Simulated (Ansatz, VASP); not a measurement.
One calculation of Ru, two programs

The input INCAR:

```
ALGO     = Normal         # electronic algorithm
EDIFF    = 1E-6           # SCF threshold, eV
EDIFFG   = -0.005         # ionic threshold
ENCUT    = 600            # plane-wave cutoff, eV
GGA      = PS             # functional
IBRION   = 2              # ionic algorithm
ISIF     = 3              # what is computed and relaxed
ISMEAR   = -1             # smearing method
LASPH    = T              # aspherical terms in the spheres
LCHARG   = F              # write CHGCAR
LREAL    = F              # projectors in reciprocal space
LWAVE    = F              # write WAVECAR
NELM     = 60             # most SCF steps
NSW      = 60             # ionic steps
PREC     = Accurate       # precision mode
SIGMA    = 0.05           # smearing width, eV
```

The input KPOINTS:

```
k-points
0
Gamma
  19 19 10
```

File POSCAR:

```
Ru
1.0
    2.6679256712      0.0000000000      0.0000000000
   -1.3339628356      2.3104914067      0.0000000000
    0.0000000000      0.0000000000      4.3220395874
Ru
2
Direct
    0.3333333333      0.6666666667      0.2500000000
    0.6666666667      0.3333333333      0.7500000000
```

Input for Ansatz:

```yaml
crystal:
  lattice:
    - [2.6679256712, 0.0, 0.0]
    - [-1.3339628356, 2.3104914067, 0.0]
    - [0.0, 0.0, 4.3220395874]
  atoms:
    - { symbol: Ru, position: [0.3333333333, 0.6666666667, 0.25] }
    - { symbol: Ru, position: [0.6666666667, 0.3333333333, 0.75] }
kpoints:
  mp_grid: { grid: [19, 19, 10] }
scf:
  occupations: { method: fermi_dirac, width: 0.05 }
  mixing: { preconditioner: kerker_dos }
hamiltonian:
  xc: pbesol
  pseudopotentials: { kind: paw }
output:
  forces: true
  stress: true
  write_density: true
  write_potential: true
  elf: true
  volumetric_format: npy
relax:
  f_tol: 0.005
  max_steps: 40
  cell: {}
basis:
  xc_grid: 4
```

Alike in both runs: task relaxation of cell and atoms; functional PBEsol; k mesh 19 × 19 × 10; occupations fermi-dirac, width 0.05 eV; no spin polarisation.

```csv
,VASP,Ansatz
version,VASP 6.6.1,Ansatz 0.2.0
potentials or method,"VASP PAW PBE potentials, release 64 (Ru_pv)","PAW with Ansatz's default frozen-core files, scalar-relativistic"
plane-wave cutoff (eV),600,420
valence electrons in the cell,28,32
```

|  | VASP | Ansatz | Ansatz less VASP |
| --- | --- | --- | --- |
| gap on the k mesh at the Fermi level, each at its own relaxed structure (eV) | none | none | - |
| relaxed volume (Å³/atom) | 13.32 | 13.32 | +0.001 |
| relaxed cell length with the largest relative difference (Å) | 2.690 | 2.690 | +0.0001 |

VASP's potentials were made for PBE, not for PBEsol. A gap of «none» marks a metal or a gap that the smearing closes. VASP's potentials hold 28 valence electrons a cell and Ansatz's 32, so a difference there can come from the potentials and not from the codes.
